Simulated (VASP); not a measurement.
Ag: single point with PBEsol

Ag:

```
Ag
1.0
     0.00000    2.11972    2.04310
     2.11972    0.00000    2.04310
     2.11972    2.11972    0.00000
Ag
1
Direct
  0.00000 0.00000 0.00000
```

This cell differs from its parent crystal: strain +0.0375 x Voigt [1, 1, 0, 0, 0, 0].

| Quantity | Value |
| --- | --- |
| Program | VASP 6.6.1 |
| Task | single point |
| Functional | PBEsol |
| Potentials or basis | VASP PAW PBE potentials, release 64 (Ag) |
| Cutoff | 520 eV |
| k mesh | 20 × 20 × 20 |
| Occupations | gaussian, width 0.15 eV |
| Spin | no spin polarisation |
| Dipole correction | no |
| Further INCAR settings | ALGO = Fast; EDIFF = 1e-06; NBANDS = 12 |

```json
{
  "Pressure": "-8.8 GPa"
}
```

Stress tensor (GPa, compression positive):
```
-9.14  0.00  0.00
 0.00 -9.14  0.00
 0.00  0.00 -8.13
```

Levels at points of the mesh, in eV from the Fermi level:
```
           k point  band 3  band 4  band 5  band 6  band 7  band 8  band 9  band 10
(0.00, 0.00, 0.00)   -4.56   -4.36   -3.69   -3.48   15.84   18.83   18.83    19.22
(0.50, 0.00, 0.00)   -4.42   -2.93   -2.83   -0.24    3.21   14.96   16.65    17.61
(0.50, 0.50, 0.00)   -2.91   -2.69   -2.69    2.04    6.76    9.83    9.83    15.86
(0.50, 0.00, 0.50)   -2.91   -2.78   -2.63    1.44    5.89   10.46   10.48    16.52
```

It took 43 s on 1 thread of Intel(R) Xeon(R) Platinum 8559C (Emerald Rapids), with other jobs on the host, peak memory 0.25 GiB.

Caveat: the cell differs from its parent crystal (strain +0.0375 x Voigt [1, 1, 0, 0, 0, 0]); the PAW data sets were made with another functional, which shifts forces and pressure a little.
